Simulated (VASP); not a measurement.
# I (P-3m1) in VASP: single point with LDA

Aim: the single point of I with LDA.

Everything below comes from runs of VASP 6.6.1. Logs are shortened: lines on timing, memory, paths and dates and some standing lists are left out, and cuts for length are marked.

### 1 The cell of the first run

Symmetry: P-3m1, No. 164, trigonal system. The conventional cell has a = 3.860 Å, b = 3.860 Å, c = 7.617 Å, α = 90.00°, β = 90.00°, γ = 120.00°. Within 5.1 Å of I (site symmetry 3m) lie 12 I at 3.86 to 4.66 Å.

### 2 Single point, LDA

The input, INCAR:

```
SYSTEM = I
PREC = Accurate
ENCUT = 520
EDIFF = 1E-6
ISMEAR = 0
SIGMA = 0.1
LREAL = .FALSE.
LASPH = .TRUE.
NELM = 60
ALGO = Normal
ISIF = 2
LWAVE = .FALSE.
LCHARG = .FALSE.
GGA = CA
NBANDS = 14
```

The input, KPOINTS:

```
Automatic mesh
0
G
  7 7 3
  0 0 0
```

The input, POSCAR:

```
I
1.0
    3.8604399000      0.0000000000      0.0000000000
   -1.9302199500      3.3432390300      0.0000000000
    0.0000000000      0.0000000000      7.6170380000
I
2
Direct
    0.3333333333      0.6666666667      0.2314880000
    0.6666666667      0.3333333333      0.7685120000
```

Potentials or basis: VASP PAW LDA potentials, release 64 (I).

Launch:

```sh
$ cat potpaw_LDA.64/I/POTCAR > POTCAR
$ mpirun -np 1 vasp_std > vasp.out
```

OUTCAR:

```text
SYSTEM = I
   PREC = Accurate
   ENCUT = 520
   EDIFF = 1E-6
   ISMEAR = 0
   LREAL = .FALSE.
   LASPH = .TRUE.
   NELM = 60
   ISIF = 2
   GGA = CA

 ion  position               nearest neighbor table
   1  0.333  0.667  0.231-
   2  0.667  0.333  0.769-

  LATTYP: Found a hexagonal cell.
 ALAT       =     3.8604399000
 C/A-ratio  =     1.9731010448

  Lattice vectors:

 A1 = (   3.8604399000,   0.0000000000,   0.0000000000)
 A2 = (  -1.9302199500,   3.3432390300,   0.0000000000)
 A3 = (   0.0000000000,   0.0000000000,   7.6170380000)

Analysis of symmetry for initial positions (statically):
=====================================================================
 Subroutine PRICEL returns:
 Original cell was already a primitive cell.

 Routine SETGRP: Setting up the symmetry group for a
 hexagonal supercell.

 Subroutine GETGRP returns: Found 12 space group operations
 (whereof 12 operations were pure point group operations)
 out of a pool of 24 trial point group operations.

The static configuration has the point symmetry D_3d.

Analysis of symmetry for dynamics (positions and initial velocities):
=====================================================================
 Subroutine PRICEL returns:
 Original cell was already a primitive cell.

 Routine SETGRP: Setting up the symmetry group for a
 hexagonal supercell.

 Subroutine GETGRP returns: Found 12 space group operations
 (whereof 12 operations were pure point group operations)
 out of a pool of 24 trial point group operations.

The dynamic configuration has the point symmetry D_3d.

 Subroutine INISYM returns: Found 12 space group operations
 (whereof 12 operations are pure point group operations),
 and found     1 'primitive' translations

----------------------------------------------------------------------------------------

                                     Primitive cell

  volume of cell :      98.3083

  direct lattice vectors                    reciprocal lattice vectors
     3.860439900  0.000000000  0.000000000     0.259037837  0.149555564  0.000000000
    -1.930219950  3.343239030  0.000000000     0.000000000  0.299111129  0.000000000
     0.000000000  0.000000000  7.617038000     0.000000000  0.000000000  0.131284628

  length of vectors
     3.860439900  3.860439906  7.617038000     0.299111129  0.299111129  0.131284628

  position of ions in fractional coordinates (direct lattice)
     0.333333333  0.666666667  0.231488000
     0.666666667  0.333333333  0.768512000

  ion indices of the primitive-cell ions
   primitive index   ion index
                 1           1
                 2           2

----------------------------------------------------------------------------------------

 KPOINTS: Automatic mesh

Automatic generation of k-mesh.
 Grid dimensions read from file:
 generate k-points for:    7    7    3

 Generating k-lattice:

  Cartesian coordinates                     Fractional coordinates (reciprocal lattice)
     0.037005405  0.021365081  0.000000000     0.142857143  0.000000000  0.000000000
     0.000000000  0.042730161  0.000000000     0.000000000  0.142857143  0.000000000
     0.000000000  0.000000000  0.043761543     0.000000000  0.000000000  0.333333333

  Length of vectors
     0.042730161  0.042730161  0.043761543

  Shift w.r.t. Gamma in fractional coordinates (k-lattice)
     0.000000000  0.000000000  0.000000000

 Subroutine IBZKPT returns following result:
 ===========================================

 Found     20 irreducible k-points:

 Following reciprocal coordinates:
            Coordinates               Weight
  0.000000  0.000000  0.000000      1.000000
  0.142857  0.000000  0.000000      6.000000
  0.285714 -0.000000  0.000000      6.000000
  0.428571 -0.000000  0.000000      6.000000
  0.142857  0.142857  0.000000      6.000000
  0.285714  0.142857  0.000000     12.000000
[... 12 lines left out ...]
  0.428571  0.142857  0.333333     12.000000
  0.285714  0.285714  0.333333     12.000000
   k-points           NKPTS =     20   k-points in BZ     NKDIM =     20   number of bands    NBANDS=     14
   number of dos      NEDOS =    301   number of ions     NIONS =      2
   total plane-waves  NPLWV =  54000
   dimension x,y,z NGX =    30 NGY =   30 NGZ =   60
   dimension x,y,z NGXF=    60 NGYF=   60 NGZF=  120
   ions per type =               2
   NGX,Y,Z   is equivalent  to a cutoff of  12.92, 12.92, 13.10 a.u.
   NGXF,Y,Z  is equivalent  to a cutoff of  25.84, 25.84, 26.19 a.u.
 SYSTEM =  I
   PREC   = accura    normal or accurate (medium, high low for compatibility)
   ISTART =      0    job   : 0-new  1-cont  2-samecut
   ICHARG =      2    charge: 1-file 2-atom 10-const
   ISPIN  =      1    spin polarized calculation?
   LNONCOLLINEAR =      F non collinear calculations
   LSORBIT =      F    spin-orbit coupling
   LASPH  =      T    aspherical Exc in radial PAW
   ENCUT  =  520.0 eV  38.22 Ry    6.18 a.u.   7.18  7.18 14.16*2*pi/ulx,y,z
   NELM   =     60;   NELMIN=  2; NELMDL= -5     # of ELM steps
   EDIFF  = 0.1E-05   stopping-criterion for ELM
   LREAL  =      F    real-space projection
   EDIFFG = 0.1E-04   stopping-criterion for IOM
   NSW    =      0    number of steps for IOM
   IBRION =     -1    ionic relax: 0-MD 1-quasi-New 2-CG
   NFREE  =      0    steps in history (QN), initial steepest desc. (CG)
   ISIF   =      2    stress and relaxation
   ISYM   =      2    0-nonsym 1-usesym 2-fastsym
   POTIM  = 0.5000    time-step for ionic-motion
   TEBEG  =    0.0;   TEEND  =   0.0 temperature during run
   PSTRESS=    0.0 pullay stress
   NELECT =      14.0000    total number of electrons
   NUPDOWN=      -1.0000    fix difference up-down
   EMIN   =  10.00;   EMAX   =-10.00  energy-range for DOS
   EFERMI =   0.00;   METHOD = LEGACY
   ISMEAR =     0;   SIGMA  =   0.10  broadening in eV -4-tet -1-fermi 0-gaus
   EFERMI_NEDOS =   21; number of points for ismear=-14 and -15
   IALGO  =     38    algorithm
   IMIX   =      4    mixing-type and parameters
     AMIX     =   0.40;   BMIX     =  1.00
     AMIX_MAG =   1.60;   BMIX_MAG =  1.00
  volume/ion in A,a.u.               =      49.15       331.71
  Fermi-wavevector in a.u.,A,eV,Ry     =   0.854911  1.615547  9.944120  0.730872
  Thomas-Fermi vector in A             =   1.971579
   LORBIT       =      0    0 simple, 1 ext, 2 COOP (PROOUT), +10 PAW based schemes
   GGA     = CA    functional components
   LHFCALC =     F    Hartree Fock is set to
   AEXX    =    0.0000 exact exchange contribution
   IVDW    =     0    specifies the selected vdW correction
   LEPSILON=     F    determine dielectric tensor
   LRPA    =     F    only Hartree local field effects (RPA)
 non-spin polarized calculation
 Gauss-broadening in eV      SIGMA  =   0.10
  energy-cutoff  :      520.00
  volume of cell :       98.31
 maximum number of plane-waves:      2667
 NGX is ok and might be reduce to    30
   NGX = 15   NGY = 15   NGZ = 29

 number of electron      13.9999998 magnetization

 Free energy of the ion-electron system (eV)
  ---------------------------------------------------
  ext. energy  EPLUGINS =         0.00000000
  ---------------------------------------------------
  free energy    TOTEN  =        -2.59784834 eV

  energy without entropy =       -2.56315027  energy(sigma->0) =       -2.58049931

 E-fermi :   0.7231     XC(G=0):  -7.9272

 val. band max:        0.7125015975   @ k =   0.1429   0.0000   0.3333
 cond. band min:       0.7319714694   @ k =   0.2857  -0.0000   0.0000
 fundamental gap:      0.0194698719
 Fermi energy:         0.7230800629

 k-point     1 :       0.0000    0.0000    0.0000
  band No.  band energies     occupation
      1     -11.2795      2.00000
      2     -10.9453      2.00000
      3      -1.7326      2.00000
      4       0.6336      1.79435
      5       1.3570      0.00000
      6       1.3570      0.00000
      7       1.5294      0.00000
      8       1.5294      0.00000
      9       6.1819      0.00000
     10       7.8168      0.00000
     11       9.0678      0.00000
     12      10.6684      0.00000
     13      10.6684      0.00000
     14      11.1213      0.00000

 k-point     2 :       0.1429    0.0000    0.0000
  band No.  band energies     occupation
      1     -11.1556      2.00000
      2     -10.8418      2.00000
      3      -1.5487      2.00000
      4       0.4454      1.99991
      5       0.6619      1.61270
      6       0.7389      0.82344
      7       1.1423      0.00000
      8       1.3870      0.00000
      9       6.7482      0.00000
     10       8.5260      0.00000
     11       9.4597      0.00000
     12       9.9246      0.00000
     13      10.3517      0.00000
     14      10.5844      0.00000

 k-point     3 :       0.2857   -0.0000    0.0000
  band No.  band energies     occupation
      1     -10.8436      2.00000
      2     -10.5962      2.00000
      3      -1.1065      2.00000
      4      -0.9888      2.00000
      5      -0.7069      2.00000
      6       0.7320      0.89993
      7       0.7409      0.80107
      8       1.0695      0.00000
      9       7.4848      0.00000
     10       7.8226      0.00000
     11       8.4333      0.00000
     12       9.0667      0.00000
     13      10.1806      0.00000
     14      11.2440      0.00000
[... 256 lines left out ...]
 k-point    19 :       0.4286    0.1429    0.3333
  band No.  band energies     occupation
      1     -10.4249      2.00000
      2     -10.3640      2.00000
      3      -1.9766      2.00000
      4      -1.8099      2.00000
      5      -0.1759      2.00000
      6       0.0155      2.00000
      7       0.2712      2.00000
      8       0.5334      1.99270
      9       6.9597      0.00000
     10       7.7649      0.00000
     11       8.4372      0.00000
     12       8.9482      0.00000
     13       9.4069      0.00000
     14      11.0079      0.00000

 k-point    20 :       0.2857    0.2857    0.3333
  band No.  band energies     occupation
      1     -10.3869      2.00000
      2     -10.3399      2.00000
      3      -1.5879      2.00000
      4      -1.4951      2.00000
      5      -0.8498      2.00000
      6      -0.6563      2.00000
      7       0.2605      2.00000
      8       0.5312      1.99334
      9       7.5263      0.00000
     10       7.8751      0.00000
     11       8.6371      0.00000
     12       9.4145      0.00000
     13      10.5971      0.00000
     14      10.7530      0.00000

------------------------ aborting loop because EDIFF is reached ----------------------------------------

  FORCE on cell =-STRESS in cart. coord.  units (eV):
  Direction    XX          YY          ZZ          XY          YZ          ZX
  --------------------------------------------------------------------------------------
  -------------------------------------------------------------------------------------
  Total       -3.9664354     -3.9664354     -0.9665570      0.0000000      0.0000000      0.0000000
  in kB      -64.6428687    -64.6428690    -15.7524352      0.0000000      0.0000000      0.0000000
  external PRESSURE =     -48.3460576 kB  Pullay stress =       0.0000000 kB

 VOLUME and BASIS-vectors are now :
 -----------------------------------------------------------------------------
  energy-cutoff  :      520.00
  volume of cell :       98.31
      direct lattice vectors                 reciprocal lattice vectors
     3.860439900  0.000000000  0.000000000     0.259037837  0.149555564  0.000000000
    -1.930219950  3.343239030  0.000000000     0.000000000  0.299111129  0.000000000
     0.000000000  0.000000000  7.617038000     0.000000000  0.000000000  0.131284628

 POSITION                                       TOTAL-FORCE (eV/Angst)
 -----------------------------------------------------------------------------------
     -0.00000      2.22883      1.76325        -0.000000      0.000000     -0.005320
      1.93022      1.11441      5.85379         0.000000      0.000000      0.005320
 -----------------------------------------------------------------------------------
    total drift:                               -0.000000      0.000000     -0.000000

  FREE ENERGIE OF THE ION-ELECTRON SYSTEM (eV)
  ---------------------------------------------------
  free  energy   TOTEN  =        -2.5978483435 eV

  energy  without entropy=       -2.5631502694  energy(sigma->0) =       -2.58049931
```

It took 23 s on 1 thread of AMD EPYC 7R13 (Zen 3), shared host; peak memory 0.15 GiB.

What came out:

```
Free energy            : -2.5978 eV
Pressure               : -4.8 GPa
Largest force          : 0.005 eV/Å
Band gap on the k mesh : zero (bands 7 and 8 overlap by 1.06 eV)
```

Forces on the atoms (eV/Å):
```
I    0.000  0.000 -0.005
I    0.000  0.000  0.005
```

Stress tensor (GPa, compression positive):
```
-6.46  0.00  0.00
 0.00 -6.46  0.00
 0.00  0.00 -1.58
```

Levels at points of the mesh, in eV from the Fermi level:
```csv
k point,band 2,band 3,band 4,band 5,band 6,band 7,band 8,band 9,band 10,band 11
"(0.00, 0.00, 0.00)",-11.67,-2.46,-0.09,0.63,0.63,0.81,0.81,5.46,7.09,8.34
```

Caveat: the cell stands under tension; spin-orbit coupling is left out, which moves the levels of the heavy elements.
